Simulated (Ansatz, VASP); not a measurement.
## One calculation of SiC, two programs

Contents of INCAR:

```
SYSTEM = SiC
ALGO = Normal ; EDIFF = 1E-6
ENCUT = 520 ; GGA = PE
ISIF = 2 ; ISMEAR = 0
LASPH = .TRUE. ; LCHARG = .FALSE.
LREAL = .FALSE. ; LWAVE = .FALSE.
NBANDS = 26 ; NELM = 80
PREC = Accurate ; SIGMA = 0.05
```

KPOINTS

```
k-points
0
G
  12 12 4
  0 0 0
```

POSCAR

```
SiC
1.0
    3.0756941497      0.0000000000      0.0000000000
   -1.5378470748      2.6636292679      0.0000000000
    0.0000000000      0.0000000000     10.0706464800
Si C
4 4
Direct
    0.6994608054      0.2437380801      0.9378419800
    0.3333333333      0.6666666667      0.4378419800
    0.0000000000      0.0000000000      0.6878943800
    0.0000000000      0.0000000000      0.1878943800
    0.6666666667      0.3333333333      0.7498025900
    0.3333333333      0.6666666667      0.2498025900
    0.0000000000      0.0000000000      0.5004600500
    0.0000000000      0.0000000000      0.0004600500
```

Input for Ansatz:

```yaml
crystal:
  lattice:
    - [3.0756941497, 0.0, 0.0]
    - [-1.5378470748, 2.6636292679, 0.0]
    - [0.0, 0.0, 10.07064648]
  atoms:
    - { symbol: Si, position: [0.6994608054, 0.2437380801, 0.93784198] }
    - { symbol: Si, position: [0.3333333333, 0.6666666667, 0.43784198] }
    - { symbol: Si, position: [0.0, 0.0, 0.68789438] }
    - { symbol: Si, position: [0.0, 0.0, 0.18789438] }
    - { symbol: C, position: [0.6666666667, 0.3333333333, 0.74980259] }
    - { symbol: C, position: [0.3333333333, 0.6666666667, 0.24980259] }
    - { symbol: C, position: [0.0, 0.0, 0.50046005] }
    - { symbol: C, position: [0.0, 0.0, 0.00046005] }
basis:
  ecutwfc: 420
kpoints:
  mp_grid: { grid: [12, 12, 4] }
hamiltonian:
  xc: pbe
scf:
  occupations: { method: gaussian, width: 0.05 }
output:
  forces: true
  stress: true
  eigenvalues: true
  write_density: true
  write_potential: true
  elf: true
  volumetric_format: npy
```

Alike in both runs: task single point; functional PBE; k mesh 12 × 12 × 4; occupations gaussian, width 0.05 eV; no spin polarisation.

|  | VASP | Ansatz |
| --- | --- | --- |
| version | VASP 6.6.1 | Ansatz 0.2.0 |
| potentials or method | VASP PAW PBE potentials, release 64 (Si, C), cutoff 520 eV | scalar-relativistic, plane waves, PAW |
| valence electrons in the cell | 32 | 32 |

Ansatz gave:

```
gap on the k mesh at the Fermi level (eV)                     : 1.42
least direct gap on the mesh (eV)                             : 2.87
pressure (GPa)                                                : 8.7
traceless stress, the component that is largest in VASP (GPa) : 6.98
rms of the force components (eV/Å)                            : 2.910
```

Problem. Estimate VASP's values.

Solution. gap on the k mesh at the Fermi level (eV): 1.42; least direct gap on the mesh (eV): 2.87; pressure (GPa): 8.6; traceless stress, the component that is largest in VASP (GPa): 6.98; rms of the force components (eV/Å): 2.906.

Atom by atom the forces differ by 0.005 eV/Å (rms over components).
